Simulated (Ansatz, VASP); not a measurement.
Ge: VASP beside Ansatz

```
CELL_PARAMETERS angstrom
4.14900 0.00000 0.00000
-2.07450 3.59314 0.00000
0.00000 0.00000 28.00000
ATOMIC_POSITIONS crystal
Ge 0.33333 0.66667 0.51786
Ge 0.66667 0.33333 0.48214
```

Alike in both runs: task single point; functional LDA; k mesh 12 × 12 × 1; occupations gaussian, width 0.1 eV; no spin polarisation.

```csv
,VASP,Ansatz
version,VASP 6.6.1,Ansatz 0.2.0
potentials or method,"VASP PAW LDA potentials, release 64 (Ge_d), cutoff 520 eV","scalar-relativistic, plane waves, PAW"
valence electrons in the cell,28,28
```

```tsv
	VASP	Ansatz	Ansatz less VASP
gap on the k mesh at the Fermi level (eV)	none	none	-
rms of the force components (eV/Å)	0.983	0.987	+0.0040
work function, face that differs most (eV)	4.52	4.51	-0.009
```

Ansatz warns that its potentials were made for another functional, while VASP's fit it. LDA's correlation is that of Perdew and Zunger in VASP and of Perdew and Wang (1992) in Ansatz. Atom by atom the forces differ by 0.004 eV/Å (rms over components). A gap of «none» marks a metal or a gap that the smearing closes.
